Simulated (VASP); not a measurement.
Set up this calculation in VASP 6.6.1, as the native input.

```yaml
Task: single point
Functional: PBEsol
Potentials_or_basis: VASP PAW PBE potentials, release 64 (Hf_pv, O)
Cutoff: 520 eV
k_mesh: 6 × 6 × 8
Occupations: gaussian, width 0.05 eV
Spin: no spin polarisation
Dipole_correction: no
Further_INCAR_settings: ALGO = Normal; EDIFF = 1e-07; NBANDS = 31
```

The structure of HfO2 lies in POSCAR:

```
HfO2
1.0
    4.9515530954      0.0000000000      0.0000000000
    0.0000000000      4.9515530954      0.0000000000
    0.0000000000      0.0000000000      3.2904374695
Hf O
2 4
Direct
    0.0000000000      0.0000000000      0.0000000000
    0.5000000000      0.5000000000      0.5000000000
    0.1949828631      0.8050171369      0.4866051246
    0.3050171369      0.3050171369      0.0000000000
    0.6949828631      0.6949828631      0.0000000000
    0.8050171369      0.1949828631      0.5133948754
```

This cell differs from its parent crystal: atoms displaced along a vibrational mode, the cell strained.

One way to write it, as run:

INCAR

```
ALGO = Normal ; EDIFF = 1E-7
ENCUT = 520 ; GGA = PS
ISIF = 2 ; ISMEAR = 0
LASPH = T ; LCHARG = F
LREAL = F ; LWAVE = F
NBANDS = 31 ; NELM = 60
PREC = Accurate ; SIGMA = 0.05
```

KPOINTS

```
k-points
0
Gamma
  6 6 8
```

Potentials or basis: VASP PAW PBE potentials, release 64 (Hf_pv, O).

The run is started by

```console
$ cat potpaw_PBE.64/Hf_pv/POTCAR potpaw_PBE.64/O/POTCAR > POTCAR
$ mpirun -np 1 vasp_std > vasp.out
```

Results of the run:

```
Pressure               : -16.8 GPa
Largest force          : 0.487 eV/Å
Band gap on the k mesh : 3.57 eV
```

Caveat: the cell differs from its parent crystal (atoms displaced along a vibrational mode, the cell strained); the cell stands under tension; the PAW data sets were made with another functional, which shifts forces and pressure a little; spin-orbit coupling is left out, which moves the levels of the heavy elements.

Wall time 3.4 min on 1 thread of Intel Xeon 8259CL (shared host), peak memory 0.31 GiB.
